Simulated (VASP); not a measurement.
# BaTe (Fm-3m) in VASP: further runs, part 2 of 2

VASP 6.6.1.

### Step 4. Single point, LDA

This run uses another cell than the first one, of 44.00 Å³/atom, 1.086 times its volume.

INCAR reads:

```
SYSTEM = BaTe
ALGO     = Normal         ! electronic algorithm
EDIFF    = 1E-6           ! SCF threshold, eV
ENCUT    = 500            ! plane-wave cutoff, eV
GGA_COMPAT= .False.      
ISIF     = 2              ! what is computed and relaxed
ISMEAR   = 0              ! smearing method
LASPH    = .True.         ! aspherical terms in the spheres
LCHARG   = .False.        ! write CHGCAR
LREAL    = .False.        ! projectors in reciprocal space
LWAVE    = .False.        ! write WAVECAR
NBANDS   = 15             ! bands
NELM     = 120            ! most SCF steps
PREC     = Accurate       ! precision mode
SIGMA    = 0.05           ! smearing width, eV
```

KPOINTS reads:

```
k-points
0
Gamma
  4 4 4
  0 0 0
```

POSCAR reads:

```
BaTe
1.0
    0.0000000000      3.5303156568      3.5303156568
    3.5303156568      0.0000000000      3.5303156568
    3.5303156568      3.5303156568      0.0000000000
Ba Te
1 1
Direct
    0.0000000000      0.0000000000      0.0000000000
    0.5000000000      0.5000000000      0.5000000000
```

Potentials or basis: VASP PAW LDA potentials, release 64 (Ba_sv, Te).

Run with:

```console
cat potpaw_LDA.64/Ba_sv/POTCAR potpaw_LDA.64/Te/POTCAR > POTCAR
mpirun -np 1 vasp_std > vasp.out
```

OUTCAR:

```text
SYSTEM = BaTe
   EDIFF = 1E-6
   ENCUT = 500
   ISIF = 2
   ISMEAR = 0
   LASPH = .True.
   LREAL = .False.
   NELM = 120
   PREC = Accurate

 ion  position               nearest neighbor table
   1  0.000  0.000  0.000-   2 3.53   2 3.53   2 3.53   2 3.53   2 3.53   2 3.53
   2  0.500  0.500  0.500-   1 3.53   1 3.53   1 3.53   1 3.53   1 3.53   1 3.53

  LATTYP: Found a face centered cubic cell.
 ALAT       =     7.0606313136

  Lattice vectors:

 A1 = (   0.0000000000,   3.5303156568,   3.5303156568)
[... 310 lines left out ...]

------------------------ aborting loop because EDIFF is reached ----------------------------------------

  FORCE on cell =-STRESS in cart. coord.  units (eV):
  Direction    XX          YY          ZZ          XY          YZ          ZX
  --------------------------------------------------------------------------------------
  -------------------------------------------------------------------------------------
  Total       -1.1296898     -1.1296898     -1.1296898     -0.0000000      0.0000000      0.0000000
  in kB      -20.5683375    -20.5683375    -20.5683375     -0.0000000      0.0000000      0.0000000
  external PRESSURE =     -20.5683375 kB  Pullay stress =       0.0000000 kB

 VOLUME and BASIS-vectors are now :
 -----------------------------------------------------------------------------
  energy-cutoff  :      500.00
  volume of cell :       88.00
      direct lattice vectors                 reciprocal lattice vectors
     0.000000000  3.530315657  3.530315657    -0.141630395  0.141630395  0.141630395
     3.530315657  0.000000000  3.530315657     0.141630395 -0.141630395  0.141630395
     3.530315657  3.530315657  0.000000000     0.141630395  0.141630395 -0.141630395

 POSITION                                       TOTAL-FORCE (eV/Angst)
 -----------------------------------------------------------------------------------
      0.00000      0.00000      0.00000        -0.000000      0.000000     -0.000000
      3.53032      3.53032      3.53032         0.000000     -0.000000      0.000000
 -----------------------------------------------------------------------------------
    total drift:                                0.000000      0.000000      0.000000

  FREE ENERGIE OF THE ION-ELECTRON SYSTEM (eV)
  ---------------------------------------------------
  free  energy   TOTEN  =        -9.5591793210 eV

  energy  without entropy=       -9.5591793210  energy(sigma->0) =       -9.55917932
```

stdout:

```text
POSCAR found type information on POSCAR BaTe
 POSCAR found :  2 types and       2 ions
 scaLAPACK will be used
 LDA part: xc-table for (Slater(with rela. corr.)+CA(PZ))
 , standard interpolation
 POSCAR, INCAR and KPOINTS ok, starting setup
 FFT: planning ... GRIDC
 FFT: planning ... GRID_SOFT
 FFT: planning ... GRID
 WAVECAR not read
 entering main loop
```

It took 21 s on 1 thread of AMD EPYC 7R13, shared host; peak memory 0.14 GiB.

What came out:

```
Free energy            : -9.5592 eV
Pressure               : -2.1 GPa
Band gap on the k mesh : 1.44 eV, indirect (least direct gap 1.82 eV)
```

Caveat: spin-orbit coupling is left out, which moves the levels of the heavy elements. A k mesh can miss the band edges.

### Step 5. Single point, LDA (volume scaled by 1.000 of the coarse rest volume)

INCAR reads:

```
SYSTEM = BaTe
PREC     = Accurate       ! precision mode
ENCUT    = 500            ! plane-wave cutoff, eV
EDIFF    = 1E-6           ! SCF threshold, eV
ISMEAR   = 0              ! smearing method
SIGMA    = 0.02           ! smearing width, eV
LREAL    = .FALSE.        ! projectors in reciprocal space
LASPH    = .TRUE.         ! aspherical terms in the spheres
NELM     = 120            ! most SCF steps
ALGO     = Normal         ! electronic algorithm
ISIF     = 2              ! what is computed and relaxed
LWAVE    = .FALSE.        ! write WAVECAR
LCHARG   = .FALSE.        ! write CHGCAR
NBANDS   = 15             ! bands
GGA_COMPAT= .FALSE.
```

KPOINTS reads:

```
Automatic mesh
0
G
  8 8 8
  0 0 0
```

POSCAR reads:

```
BaTe
1.0
    0.0000000000      3.4342000000      3.4342000000
    3.4342000000      0.0000000000      3.4342000000
    3.4342000000      3.4342000000      0.0000000000
Ba Te
1 1
Direct
    0.0000000000      0.0000000000      0.0000000000
    0.5000000000      0.5000000000      0.5000000000
```

Run with:

```console
cat potpaw_LDA.64/Ba_sv/POTCAR potpaw_LDA.64/Te/POTCAR > POTCAR
mpirun -np 1 vasp_std > vasp.out
```

Run time: 67 s. Hardware: 1 thread of AMD EPYC 7R13, shared host; peak memory 0.16 GiB.

It converged, with:

```
Free energy            : -9.6108 eV
Pressure               : 0.4 GPa
Band gap on the k mesh : 1.26 eV, indirect (least direct gap 1.64 eV)
```

Levels at points of the mesh, in eV from the valence-band top:
```
           k point  band 5  band 6  band 7  band 8  band 9  band 10  band 11  band 12
(0.00, 0.00, 0.00)   -9.74    0.00    0.00    0.00    2.77     2.77     2.77     2.92
(0.50, 0.00, 0.00)   -8.81   -2.45   -1.27   -1.27    4.15     4.77     4.89     4.89
(0.50, 0.50, 0.00)   -9.52   -1.16   -0.38   -0.38    1.26     4.47     4.72     5.78
```

Caveat: the cell differs from its parent crystal (volume scaled by 1.000 of the coarse rest volume); spin-orbit coupling is left out, which moves the levels of the heavy elements.

### Step 6. Overview

```csv
cell,k mesh,smearing,gap on the mesh (eV),pressure (GPa)
"a = 4.857 Å, angles 60.0°, 2 atoms",4 × 4 × 4,gaussian 0.05 eV,1.25,0.5
"a = 5.035 Å, angles 60.0°, 2 atoms",4 × 4 × 4,gaussian 0.05 eV,1.49,-2.7
"a = 4.993 Å, angles 60.0°, 2 atoms",4 × 4 × 4,gaussian 0.05 eV,1.44,-2.1
"a = 4.857 Å, angles 60.0°, 2 atoms",8 × 8 × 8,gaussian 0.02 eV,1.26,0.4
```

Alike in all rows: task single point; level LDA; potentials or basis VASP PAW LDA potentials, release 64 (Ba_sv, Te); no spin polarisation; cutoff (eV) 500.

Caveats: spin-orbit coupling is left out, which moves the levels of the heavy elements.

Total energies depend on the potentials used, so only differences within one code and one set of settings carry meaning.
